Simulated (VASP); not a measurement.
# PrMgH: relaxation of shape and atoms at fixed volume with PBE

The system is PrMgH.

```
CELL_PARAMETERS angstrom
3.56007 0.00000 0.00000
0.00000 3.56007 0.00000
0.00000 0.00000 4.44255
ATOMIC_POSITIONS crystal
Pr 0.00000 0.00000 0.00000
Mg 0.50000 0.50000 0.50000
H 0.50000 0.50000 0.00000
```

```yaml
Program: VASP 6.6.1
Task: relaxation of shape and atoms at fixed volume
Functional: PBE
Potentials_or_basis: VASP PAW PBE potentials, release 64 (Pr_3, Mg, H), 4f in core
Cutoff: 600 eV
k_mesh: 12 × 12 × 10
Occupations: gaussian, width 0.1 eV
Spin: no spin polarisation
Dipole_correction: no
Mended: yes
Further_INCAR_settings: ALGO = Normal; EDIFF = 1e-07; IBRION = 2; EDIFFG = -0.01; NSW = 50; ISIF = 4
```

The pressure after relaxing is 1.8 GPa and the band gap on the k mesh is zero (bands 7 and 8 overlap by 1.09 eV).

Final structure:
```
Pr Mg H
1.0
     3.56007    0.00000    0.00000
     0.00000    3.56007    0.00000
     0.00000    0.00000    4.44255
Pr Mg H
1 1 1
Direct
  0.00000 0.00000 0.00000
  0.50000 0.50000 0.50000
  0.50000 0.50000 0.00000
```

Levels at points of the mesh, in eV from the Fermi level:
| k point | band 4 | band 5 | band 6 | band 7 | band 8 | band 9 | band 10 | band 11 |
| --- | --- | --- | --- | --- | --- | --- | --- | --- |
| (0.00, 0.00, 0.00) | -17.99 | -7.20 | -2.98 | -0.90 | 2.10 | 3.41 | 3.41 | 4.70 |
| (0.50, 0.00, 0.00) | -17.89 | -4.74 | -2.63 | -0.72 | -0.12 | 0.76 | 1.49 | 4.06 |
| (0.50, 0.50, 0.00) | -18.15 | -6.48 | 0.19 | 0.61 | 0.61 | 0.89 | 0.89 | 4.25 |
| (0.00, 0.00, 0.50) | -17.98 | -6.45 | -3.32 | -0.59 | 2.19 | 2.19 | 2.66 | 4.81 |
| (0.50, 0.00, 0.50) | -17.89 | -4.18 | -3.46 | -0.96 | -0.09 | 1.70 | 3.09 | 3.60 |
| (0.50, 0.50, 0.50) | -18.26 | -6.19 | -1.62 | -1.62 | 0.97 | 3.86 | 4.33 | 4.72 |

It took 42 s on 1 thread of Intel(R) Xeon(R) 6975P-C (Granite Rapids), with other jobs on the host, peak memory 0.31 GiB.

Caveat: the relaxation stopped at its first step, so nothing moved; spin-orbit coupling is left out, which moves the levels of the heavy elements; the 4f electrons are frozen in the core, so they carry no moment and show no levels. Spin polarisation is off, so any magnetic state and its effect on volume and gap are missing.
